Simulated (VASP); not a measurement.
Here is a VASP 6.6.1 calculation.

Contents of INCAR:

```
ALGO     = Normal         # electronic algorithm
EDIFF    = 1E-6           # SCF threshold, eV
ENCUT    = 520            # plane-wave cutoff, eV
GGA      = PE             # functional
ISIF     = 2              # what is computed and relaxed
ISMEAR   = 0              # smearing method
LASPH    = T              # aspherical terms in the spheres
LCHARG   = F              # write CHGCAR
LREAL    = F              # projectors in reciprocal space
LWAVE    = F              # write WAVECAR
NBANDS   = 12             # bands
NELM     = 60             # most SCF steps
PREC     = Accurate       # precision mode
SIGMA    = 0.1            # smearing width, eV
```

KPOINTS

```
k-points
0
Gamma
  24 24 24
```

Contents of POSCAR:

```
Au
1.0
    0.0000000000      2.0366600487      2.0366600487
    2.0366600487      0.0000000000      2.0366600487
    2.0366600487      2.0366600487      0.0000000000
Au
1
Direct
    0.0000000000      0.0000000000      0.0000000000
```

Potentials or basis: VASP PAW PBE potentials, release 64 (Au).

The run is started by

```console
$ cat potpaw_PBE.64/Au/POTCAR > POTCAR
$ mpirun -np 1 vasp_std > vasp.out
```

**Question.** Estimate the band gap on the k mesh.

**Answer.** Zero (an odd number of electrons rules out a gap without spin polarisation).

**Question.** Estimate the pressure.

**Answer.** 10.0 GPa.

Caveat: the cell stands under pressure; spin-orbit coupling is left out, which moves the levels of the heavy elements.
